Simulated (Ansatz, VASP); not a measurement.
**Two plane-wave programs on Be4Os**

The input INCAR:

```
PREC = Accurate
ENCUT = 520
EDIFF = 1E-7
ISMEAR = 0
SIGMA = 0.1
LREAL = False
LASPH = True
NELM = 60
ALGO = Fast
ISIF = 2
LWAVE = False
LCHARG = True
GGA = PE
LELF = True
LVHAR = True
NBANDS = 27
```

KPOINTS

```
Automatic mesh
0
Gamma
  4 4 4
```

Contents of POSCAR:

```
Be4Os
1.0
    2.2466258100     -4.1396741600      0.0000000000
    2.2466258100      4.1396741600      0.0000000000
    0.0000000000      0.0000000000      4.5439400900
Be Os
8 2
Direct
    0.4665390300      0.2045448700      0.8327423300
    0.5334609700      0.7954551300      0.8327423300
    0.9665390300      0.7045448700      0.6672576700
    0.7954551300      0.5334609700      0.1672576700
    0.7045448700      0.9665390300      0.3327423300
    0.2045448700      0.4665390300      0.1672576700
    0.2954551300      0.0334609700      0.3327423300
    0.0334609700      0.2954551300      0.6672576700
    0.0000000000      0.0000000000      0.0000000000
    0.5000000000      0.5000000000      0.5000000000
```

Input for Ansatz:

```yaml
crystal:
  lattice:
    - [2.24662581, -4.13967416, 0.0]
    - [2.24662581, 4.13967416, 0.0]
    - [0.0, 0.0, 4.54394009]
  atoms:
    - { symbol: Be, position: [0.46653903, 0.20454487, 0.83274233] }
    - { symbol: Be, position: [0.53346097, 0.79545513, 0.83274233] }
    - { symbol: Be, position: [0.96653903, 0.70454487, 0.66725767] }
    - { symbol: Be, position: [0.79545513, 0.53346097, 0.16725767] }
    - { symbol: Be, position: [0.70454487, 0.96653903, 0.33274233] }
    - { symbol: Be, position: [0.20454487, 0.46653903, 0.16725767] }
    - { symbol: Be, position: [0.29545513, 0.03346097, 0.33274233] }
    - { symbol: Be, position: [0.03346097, 0.29545513, 0.66725767] }
    - { symbol: Os, position: [0.0, 0.0, 0.0] }
    - { symbol: Os, position: [0.5, 0.5, 0.5] }
basis:
  ecutwfc: 420
kpoints:
  mp_grid: { grid: [4, 4, 4] }
hamiltonian:
  xc: pbe
scf:
  occupations: { method: gaussian, width: 0.1 }
  lower_state_search: "off"
output:
  forces: true
  stress: true
  eigenvalues: true
```

Change from the starting cell: species swapped into the Sn4Au type (Ccce, No. 68).

Alike in both runs: task single point; functional PBE; k mesh 4 × 4 × 4; occupations gaussian, width 0.1 eV; no spin polarisation.

|  | VASP | Ansatz |
| --- | --- | --- |
| version | VASP 6.6.1 | Ansatz 0.2.0 |
| potentials or method | VASP PAW PBE potentials, release 64 (Be, Os), cutoff 520 eV | scalar-relativistic, plane waves, PAW |
| valence electrons in the cell | 32 | 48 |

Ansatz gave:

| Quantity | Value |
| --- | --- |
| gap on the k mesh at the Fermi level (eV) | none |
| rms of the force components (eV/Å) | 1.709 |

Task: Estimate VASP's values.

Result: gap on the k mesh at the Fermi level (eV): none; rms of the force components (eV/Å): 1.796.

Atom by atom the forces differ by 0.087 eV/Å (rms over components). A gap of «none» marks a metal or a gap that the smearing closes. VASP's potentials hold 32 valence electrons a cell and Ansatz's 48, so a difference there can come from the potentials and not from the codes.

The k mesh is coarse, so the values compare programs but aren't converged. Spin-orbit coupling is off throughout.
